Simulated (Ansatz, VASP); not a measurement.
## WC in VASP and in Ansatz

INCAR

```
  PREC = Accurate
  ENCUT = 520
  EDIFF = 1E-7
  ISMEAR = 0
  SIGMA = 0.15
  LREAL = F
  LASPH = T
  NELM = 60
  ALGO = Normal
  ISIF = 2
  LWAVE = F
  LCHARG = F
  GGA = PE
  NBANDS = 16
```

Contents of KPOINTS:

```
regular mesh
0
Gamma
  18 18 16
```

File POSCAR:

```
WC
1.0
    2.6684613211      0.0000000000      0.0000000000
   -1.3342306606      2.3109552931      0.0000000000
    0.0000000000      0.0000000000      2.6026800000
W C
1 1
Direct
    0.0000000000      0.0000000000      0.0000000000
    0.6666666667      0.3333333333      0.5000000000
```

Input for Ansatz:

```yaml
crystal:
  lattice:
    - [2.6684613211, 0.0, 0.0]
    - [-1.3342306606, 2.3109552931, 0.0]
    - [0.0, 0.0, 2.60268]
  atoms:
    - { symbol: W, position: [0.0, 0.0, 0.0] }
    - { symbol: C, position: [0.6666666667, 0.3333333333, 0.5] }
basis:
  ecutwfc: 420
kpoints:
  mp_grid: { grid: [18, 18, 16] }
hamiltonian:
  xc: pbe
scf:
  occupations: { method: gaussian, width: 0.15 }
output:
  forces: true
  stress: true
  eigenvalues: true
```

Change from the starting cell: strain -0.080 along x and y, -0.080 along z, atoms carried along.

Alike in both runs: task single point; functional PBE; k mesh 18 × 18 × 16; occupations gaussian, width 0.15 eV; no spin polarisation.

```csv
,VASP,Ansatz
version,VASP 6.6.1,Ansatz 0.2.0
potentials or method,"VASP PAW PBE potentials, release 64 (W_sv, C), cutoff 520 eV","scalar-relativistic, plane waves, PAW"
valence electrons in the cell,18,18
```

Ansatz gave:

* gap on the k mesh at the Fermi level (eV): none
* pressure (GPa): 183.6
* traceless stress, the component that is largest in VASP (GPa): 16.60

Q: What did VASP give for the same quantities?

A: gap on the k mesh at the Fermi level (eV): none; pressure (GPa): 187.7; traceless stress, the component that is largest in VASP (GPa): 17.18.

A gap of «none» marks a metal or a gap that the smearing closes. Both programs put the cell under a high pressure, so it lies far from rest at this level.

Neither program's run includes spin-orbit coupling. Noted on VASP's run: the cell as given lies far from equilibrium.
